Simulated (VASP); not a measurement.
# Si4IrPt (P6/mmm) in VASP: a series of runs

The runs below take Si4IrPt through single point, relaxation of cell and atoms, with PBE.

All numbers are computed with VASP 6.6.1; they aren't measurements. Logs are shortened: lines on timing, memory, paths and dates and some standing lists are left out, and cuts for length are marked.

## 1. The cell of the first run

It takes space group P6/mmm (No. 191, hexagonal). Conventional cell: a = 4.253 Å, b = 4.253 Å, c = 5.603 Å, α = 90.00°, β = 90.00°, γ = 120.00°. Si (site symmetry 3m) has 5 Si at 2.46 to 2.93 Å and 3 Ir at 2.80 Å and 3 Pt at 2.86 Å within 3.2 Å. Ir (site symmetry 6/mmm) has 12 Si at 2.80 Å and 2 Pt at 2.80 Å within 3.7 Å. Within 3.7 Å of Pt (site symmetry 6/mmm) lie 2 Ir at 2.80 Å and 12 Si at 2.86 Å.

The cell was generated, and may not be a known phase.

## 2. Single point, PBE

Input file INCAR:

```
PREC     = Accurate       # precision mode
ENCUT    = 520            # plane-wave cutoff, eV
EDIFF    = 1E-7           # SCF threshold, eV
ISMEAR   = 0              # smearing method
SIGMA    = 0.1            # smearing width, eV
LREAL    = F              # projectors in reciprocal space
LASPH    = T              # aspherical terms in the spheres
NELM     = 100            # most SCF steps
ALGO     = Normal         # electronic algorithm
ISIF     = 2              # what is computed and relaxed
LWAVE    = F              # write WAVECAR
LCHARG   = F              # write CHGCAR
GGA      = PE             # functional
NBANDS   = 26             # bands
```

Input file KPOINTS:

```
Automatic mesh
0
Gamma
  12 12 8
```

Input file POSCAR:

```
Si4IrPt
1.0
    4.2534397596      0.0000000000      0.0000000000
   -2.1267198798      3.6835868853      0.0000000000
    0.0000000000      0.0000000000      5.6028968671
Si Ir Pt
4 1 1
Direct
    0.3333333333      0.6666666667      0.7385840247
    0.3333333333      0.6666666667      0.2614159753
    0.6666666667      0.3333333333      0.7385840247
    0.6666666667      0.3333333333      0.2614159753
    0.0000000000      0.0000000000      0.5000000000
    0.0000000000      0.0000000000      0.0000000000
```

Potentials or basis: VASP PAW PBE potentials, release 64 (Si, Ir, Pt).

On the command line:

```console
$ cat potpaw_PBE.64/Si/POTCAR potpaw_PBE.64/Ir/POTCAR potpaw_PBE.64/Pt/POTCAR > POTCAR
$ mpirun -np 1 vasp_std > vasp.out
```

OUTCAR:

```text
PREC = Accurate
   ENCUT = 520
   EDIFF = 1E-7
   ISMEAR = 0
   LREAL = F
   LASPH = T
   NELM = 100
   ISIF = 2
   GGA = PE

 ion  position               nearest neighbor table
   1  0.333  0.667  0.739-   3 2.46   3 2.46   3 2.46   2 2.67   5 2.80   5 2.80   5 2.80   6 2.86
                             6 2.86   6 2.86   2 2.93
   2  0.333  0.667  0.261-   4 2.46   4 2.46   4 2.46   1 2.67   5 2.80   5 2.80   5 2.80   6 2.86
                             6 2.86   6 2.86   1 2.93
   3  0.667  0.333  0.739-   1 2.46   1 2.46   1 2.46   4 2.67   5 2.80   5 2.80   5 2.80   6 2.86
                             6 2.86   6 2.86   4 2.93
   4  0.667  0.333  0.261-   2 2.46   2 2.46   2 2.46   3 2.67   5 2.80   5 2.80   5 2.80   6 2.86
                             6 2.86   6 2.86   3 2.93
   5  0.000  0.000  0.500-   1 2.80   2 2.80   3 2.80   4 2.80   3 2.80   4 2.80   1 2.80   2 2.80
                             3 2.80   4 2.80   1 2.80   2 2.80   6 2.80   6 2.80
   6  0.000  0.000  0.000-   5 2.80   5 2.80   3 2.86   4 2.86   1 2.86   2 2.86   3 2.86   4 2.86
                             1 2.86   2 2.86   3 2.86   4 2.86   1 2.86   2 2.86

  LATTYP: Found a hexagonal cell.
 ALAT       =     4.2534397596
 C/A-ratio  =     1.3172625413

  Lattice vectors:

 A1 = (   4.2534397596,   0.0000000000,   0.0000000000)
 A2 = (  -2.1267198798,   3.6835868853,   0.0000000000)
 A3 = (   0.0000000000,   0.0000000000,   5.6028968671)

Analysis of symmetry for initial positions (statically):
=====================================================================
 Subroutine PRICEL returns:
 Original cell was already a primitive cell.

 Routine SETGRP: Setting up the symmetry group for a
 hexagonal supercell.

 Subroutine GETGRP returns: Found 24 space group operations
 (whereof 24 operations were pure point group operations)
 out of a pool of 24 trial point group operations.

The static configuration has the point symmetry D_6h.

Analysis of symmetry for dynamics (positions and initial velocities):
=====================================================================
 Subroutine PRICEL returns:
 Original cell was already a primitive cell.

 Routine SETGRP: Setting up the symmetry group for a
 hexagonal supercell.

 Subroutine GETGRP returns: Found 24 space group operations
 (whereof 24 operations were pure point group operations)
 out of a pool of 24 trial point group operations.

The dynamic configuration has the point symmetry D_6h.

 Subroutine INISYM returns: Found 24 space group operations
 (whereof 24 operations are pure point group operations),
 and found     1 'primitive' translations

----------------------------------------------------------------------------------------

                                     Primitive cell

  volume of cell :      87.7857

  direct lattice vectors                    reciprocal lattice vectors
     4.253439760  0.000000000  0.000000000     0.235103835  0.135737263  0.000000000
    -2.126719880  3.683586885  0.000000000     0.000000000  0.271474525  0.000000000
     0.000000000  0.000000000  5.602896867     0.000000000  0.000000000  0.178479102

  length of vectors
     4.253439760  4.253439760  5.602896867     0.271474525  0.271474525  0.178479102

  position of ions in fractional coordinates (direct lattice)
     0.333333333  0.666666667  0.738584025
     0.333333333  0.666666667  0.261415975
     0.666666667  0.333333333  0.738584025
     0.666666667  0.333333333  0.261415975
     0.000000000  0.000000000  0.500000000
     0.000000000  0.000000000  0.000000000

  ion indices of the primitive-cell ions
   primitive index   ion index
                 1           1
                 2           2
                 3           3
                 4           4
                 5           5
                 6           6

----------------------------------------------------------------------------------------

 KPOINTS: Automatic mesh

Automatic generation of k-mesh.
 Grid dimensions read from file:
 generate k-points for:   12   12    8

 Generating k-lattice:

  Cartesian coordinates                     Fractional coordinates (reciprocal lattice)
     0.019591986  0.011311439  0.000000000     0.083333333  0.000000000  0.000000000
     0.000000000  0.022622877  0.000000000     0.000000000  0.083333333  0.000000000
     0.000000000  0.000000000  0.022309888     0.000000000  0.000000000  0.125000000

  Length of vectors
     0.022622877  0.022622877  0.022309888

  Shift w.r.t. Gamma in fractional coordinates (k-lattice)
     0.000000000  0.000000000  0.000000000

 Subroutine IBZKPT returns following result:
 ===========================================

 Found     95 irreducible k-points:

 Following reciprocal coordinates:
            Coordinates               Weight
  0.000000  0.000000  0.000000      1.000000
  0.083333 -0.000000  0.000000      6.000000
  0.166667  0.000000  0.000000      6.000000
  0.250000 -0.000000  0.000000      6.000000
  0.333333  0.000000  0.000000      6.000000
  0.416667  0.000000  0.000000      6.000000
[... 16 lines left out ...]
  0.250000 -0.000000  0.125000     12.000000
  0.333333  0.000000  0.125000     12.000000
 [... further k-points ...]
   k-points           NKPTS =     95   k-points in BZ     NKDIM =     95   number of bands    NBANDS=     26
   number of dos      NEDOS =    301   number of ions     NIONS =      6
   total plane-waves  NPLWV =  43008
   dimension x,y,z NGX =    32 NGY =   32 NGZ =   42
   dimension x,y,z NGXF=    64 NGYF=   64 NGZF=   84
   ions per type =               4   1   1
   NGX,Y,Z   is equivalent  to a cutoff of  12.51, 12.51, 12.46 a.u.
   NGXF,Y,Z  is equivalent  to a cutoff of  25.01, 25.01, 24.92 a.u.
 SYSTEM =  unknown system
   PREC   = accura    normal or accurate (medium, high low for compatibility)
   ISTART =      0    job   : 0-new  1-cont  2-samecut
   ICHARG =      2    charge: 1-file 2-atom 10-const
   ISPIN  =      1    spin polarized calculation?
   LNONCOLLINEAR =      F non collinear calculations
   LSORBIT =      F    spin-orbit coupling
   LASPH  =      T    aspherical Exc in radial PAW
   ENCUT  =  520.0 eV  38.22 Ry    6.18 a.u.   7.91  7.91 10.42*2*pi/ulx,y,z
   NELM   =    100;   NELMIN=  2; NELMDL= -5     # of ELM steps
   EDIFF  = 0.1E-06   stopping-criterion for ELM
   LREAL  =      F    real-space projection
   EDIFFG = 0.1E-05   stopping-criterion for IOM
   NSW    =      0    number of steps for IOM
   IBRION =     -1    ionic relax: 0-MD 1-quasi-New 2-CG
   NFREE  =      0    steps in history (QN), initial steepest desc. (CG)
   ISIF   =      2    stress and relaxation
   ISYM   =      2    0-nonsym 1-usesym 2-fastsym
   POTIM  = 0.5000    time-step for ionic-motion
   TEBEG  =    0.0;   TEEND  =   0.0 temperature during run
   PSTRESS=    0.0 pullay stress
   NELECT =      35.0000    total number of electrons
   NUPDOWN=      -1.0000    fix difference up-down
   EMIN   =  10.00;   EMAX   =-10.00  energy-range for DOS
   EFERMI =   0.00;   METHOD = LEGACY
   ISMEAR =     0;   SIGMA  =   0.10  broadening in eV -4-tet -1-fermi 0-gaus
   EFERMI_NEDOS =   21; number of points for ismear=-14 and -15
   IALGO  =     38    algorithm
   IMIX   =      4    mixing-type and parameters
     AMIX     =   0.40;   BMIX     =  1.00
     AMIX_MAG =   1.60;   BMIX_MAG =  1.00
  volume/ion in A,a.u.               =      14.63        98.73
  Fermi-wavevector in a.u.,A,eV,Ry     =   1.204915  2.276958 19.753196  1.451819
  Thomas-Fermi vector in A             =   2.340626
   LORBIT       =      0    0 simple, 1 ext, 2 COOP (PROOUT), +10 PAW based schemes
   GGA     = PE    functional components
   LHFCALC =     F    Hartree Fock is set to
   AEXX    =    0.0000 exact exchange contribution
   IVDW    =     0    specifies the selected vdW correction
   LEPSILON=     F    determine dielectric tensor
   LRPA    =     F    only Hartree local field effects (RPA)
 non-spin polarized calculation
 Gauss-broadening in eV      SIGMA  =   0.10
  energy-cutoff  :      520.00
  volume of cell :       87.79
 maximum number of plane-waves:      2397
 NGX is ok and might be reduce to    32
   NGX = 15   NGY = 15   NGZ = 21

 number of electron      35.0000003 magnetization

 Free energy of the ion-electron system (eV)
  ---------------------------------------------------
  ext. energy  EPLUGINS =         0.00000000
  ---------------------------------------------------
  free energy    TOTEN  =       -34.62384559 eV

  energy without entropy =      -34.59775637  energy(sigma->0) =      -34.61080098

 E-fermi :  10.2794     XC(G=0): -11.9864

 val. band max:       10.2647416271   @ k =   0.0833   0.0833   0.2500
 cond. band min:      10.2847350059   @ k =   0.2500   0.0833   0.2500
 fundamental gap:      0.0199933788
 Fermi energy:        10.2793969997

 k-point     1 :       0.0000    0.0000    0.0000
  band No.  band energies     occupation
      1      -3.3355      2.00000
      2       0.5466      2.00000
      3       2.2797      2.00000
      4       4.1632      2.00000
      5       4.1632      2.00000
      6       4.9722      2.00000
[... 18 lines left out ...]
     25      16.4430      0.00000
     26      16.5061      0.00000

 k-point     2 :       0.0833   -0.0000    0.0000
  band No.  band energies     occupation
      1      -3.2555      2.00000
      2       0.5745      2.00000
      3       2.3653      2.00000
      4       3.7277      2.00000
      5       4.2019      2.00000
      6       4.9403      2.00000
[... 18 lines left out ...]
     25      15.4183      0.00000
     26      15.5430      0.00000

 k-point     3 :       0.1667    0.0000    0.0000
  band No.  band energies     occupation
      1      -3.0176      2.00000
      2       0.6573      2.00000
      3       2.6182      2.00000
      4       2.9050      2.00000
      5       4.3147      2.00000
      6       4.8318      2.00000
[... 572 lines left out ...]
 k-point    23 :       0.2500   -0.0000    0.1250
  band No.  band energies     occupation
      1      -2.5581      2.00000
      2       0.4587      2.00000
      3       2.0749      2.00000
      4       3.3635      2.00000
      5       4.5188      2.00000
      6       4.5864      2.00000
[... 18 lines left out ...]
     25      14.4693      0.00000
     26      14.8917      0.00000

 k-point    24 :       0.3333    0.0000    0.1250
  band No.  band energies     occupation
      1      -2.0327      2.00000
      2       0.7067      2.00000
      3       1.1848      2.00000
      4       3.4918      2.00000
      5       4.3693      2.00000
      6       4.4724      2.00000
[... 18 lines left out ...]
     25      14.6927      0.00000
     26      15.7562      0.00000

 [... further k-points ...]

------------------------ aborting loop because EDIFF is reached ----------------------------------------

  FORCE on cell =-STRESS in cart. coord.  units (eV):
  Direction    XX          YY          ZZ          XY          YZ          ZX
  --------------------------------------------------------------------------------------
  -------------------------------------------------------------------------------------
  Total        0.0161962      0.0161962      0.0273771      0.0000000      0.0000000      0.0000000
  in kB        0.2955970      0.2955970      0.4996600      0.0000000      0.0000000      0.0000000
  external PRESSURE =       0.3636180 kB  Pullay stress =       0.0000000 kB

 VOLUME and BASIS-vectors are now :
 -----------------------------------------------------------------------------
  energy-cutoff  :      520.00
  volume of cell :       87.79
      direct lattice vectors                 reciprocal lattice vectors
     4.253439760  0.000000000  0.000000000     0.235103835  0.135737263  0.000000000
    -2.126719880  3.683586885  0.000000000     0.000000000  0.271474525  0.000000000
     0.000000000  0.000000000  5.602896867     0.000000000  0.000000000  0.178479102

 POSITION                                       TOTAL-FORCE (eV/Angst)
 -----------------------------------------------------------------------------------
     -0.00000      2.45572      4.13821        -0.000000      0.000000      0.012236
     -0.00000      2.45572      1.46469         0.000000      0.000000     -0.012236
      2.12672      1.22786      4.13821         0.000000     -0.000000      0.012236
      2.12672      1.22786      1.46469        -0.000000     -0.000000     -0.012236
      0.00000      0.00000      2.80145        -0.000000     -0.000000      0.000000
      0.00000      0.00000      0.00000        -0.000000     -0.000000      0.000000
 -----------------------------------------------------------------------------------
    total drift:                                0.000000     -0.000000      0.000000

  FREE ENERGIE OF THE ION-ELECTRON SYSTEM (eV)
  ---------------------------------------------------
  free  energy   TOTEN  =       -34.6238455864 eV

  energy  without entropy=      -34.5977563665  energy(sigma->0) =      -34.61080098
```

It took 3.3 min on 1 thread of Intel Xeon 8259CL, shared host; peak memory 0.36 GiB.

What came out:

```
Free energy            : -34.6238 eV
Pressure               : 0.0 GPa
Largest force          : 0.012 eV/Å
Band gap on the k mesh : zero (an odd number of electrons rules out a gap without spin polarisation)
```

Forces in eV/Å, atoms in the order of the input:
```
Si   0.000  0.000  0.012
Si   0.000  0.000 -0.012
Si   0.000  0.000  0.012
Si   0.000  0.000 -0.012
Ir   0.000  0.000  0.000
Pt   0.000  0.000  0.000
```

Caveat: spin-orbit coupling is left out, which moves the levels of the heavy elements.

## 3. Relaxation of cell and atoms, PBE

Input file INCAR:

```
ALGO     = Normal         # electronic algorithm
EDIFF    = 1E-6           # SCF threshold, eV
EDIFFG   = -0.01          # ionic threshold
ENCUT    = 600            # plane-wave cutoff, eV
GGA      = PE             # functional
IBRION   = 2              # ionic algorithm
ISIF     = 3              # what is computed and relaxed
ISMEAR   = 0              # smearing method
LASPH    = T              # aspherical terms in the spheres
LCHARG   = F              # write CHGCAR
LREAL    = F              # projectors in reciprocal space
LWAVE    = F              # write WAVECAR
NELM     = 60             # most SCF steps
NSW      = 100            # ionic steps
PREC     = Accurate       # precision mode
SIGMA    = 0.1            # smearing width, eV
```

Input file KPOINTS:

```
k-points
0
Gamma
  12 12 8
```

Input file POSCAR:

```
Si4IrPt
1.0
    4.2760064676      0.0000000000      0.0000000000
   -2.1380032338      3.7031302277      0.0000000000
    0.0000000000      0.0000000000      5.5514432383
Si Ir Pt
4 1 1
Direct
    0.3333333333      0.6666666667      0.7381543819
    0.3333333333      0.6666666667      0.2618456181
    0.6666666667      0.3333333333      0.7381543819
    0.6666666667      0.3333333333      0.2618456181
    0.0000000000      0.0000000000      0.5000000000
    0.0000000000      0.0000000000      0.0000000000
```

Potentials or basis: VASP PAW PBE potentials, release 64 (Si, Ir, Pt).

On the command line:

```console
$ cat potpaw_PBE.64/Si/POTCAR potpaw_PBE.64/Ir/POTCAR potpaw_PBE.64/Pt/POTCAR > POTCAR
$ mpirun -np 1 vasp_std > vasp.out
```

It took 12 min on 1 thread of Intel Xeon 8259CL, shared host; peak memory 0.42 GiB.

Results (log left out):

```
Free energy                           : -34.6244 eV
Relaxed volume                        : 14.63 Å³/atom
Relaxed cell                          : a = 4.256 Å, b = 4.256 Å, c = 5.596 Å, α = 90.00°, β = 90.00°, γ = 120.00°
Space group after relaxing (to 0.1 Å) : P6/mmm (No. 191)
Energy gained by relaxing             : 0.7 meV/atom
Ionic steps                           : 6
Pressure after relaxing               : 0.0 GPa
Largest force after relaxing          : 0.009 eV/Å
Band gap on the k mesh                : zero (an odd number of electrons rules out a gap without spin polarisation)
```

Forces in eV/Å, atoms in the order of the input:
```
Si   0.000  0.000 -0.009
Si   0.000  0.000  0.009
Si   0.000  0.000 -0.009
Si   0.000  0.000  0.009
Ir   0.000  0.000  0.000
Pt   0.000  0.000  0.000
```

The path:
```csv
step,energy change (eV),largest force (eV/Å),pressure (GPa),volume (Å³)
1,0.0000,0.0707,0.00,87.90
2,-0.0029,0.0329,-0.08,87.90
3,-0.0041,0.0085,-0.14,87.90
4,-0.0041,0.0100,-0.15,87.90
5,-0.0040,0.0072,0.21,87.68
6,-0.0041,0.0088,0.02,87.79
```

Final structure:
```xyz
6
Lattice="4.2563 0.0000 0.0000 -2.1282 3.6861 0.0000 0.0000 0.0000 5.5959" Properties=species:S:1:pos:R:3 pbc="T T T"
Si    0.0000    2.4574    4.1377
Si    0.0000    2.4574    1.4582
Si    2.1282    1.2287    4.1377
Si    2.1282    1.2287    1.4582
Ir    0.0000    0.0000    2.7979
Pt    0.0000    0.0000    0.0000
```

Levels at points of the mesh, in eV from the Fermi level:
| k point | band 15 | band 16 | band 17 | band 18 | band 19 | band 20 | band 21 |
| --- | --- | --- | --- | --- | --- | --- | --- |
| (0.00, 0.00, 0.00) | -1.57 | -1.01 | -1.01 | 0.14 | 0.86 | 0.89 | 1.08 |
| (0.50, 0.00, 0.00) | -1.73 | -0.82 | 0.02 | 0.15 | 0.89 | 1.37 | 2.01 |
| (0.00, 0.00, 0.50) | -1.17 | -0.77 | -0.08 | -0.08 | 0.62 | 0.62 | 1.81 |
| (0.50, 0.00, 0.50) | -1.84 | -0.85 | -0.81 | -0.41 | 0.88 | 1.79 | 1.82 |

Caveat: spin-orbit coupling is left out, which moves the levels of the heavy elements.

The gap in the log of VASP goes by the Fermi energy; the results here count the filled bands.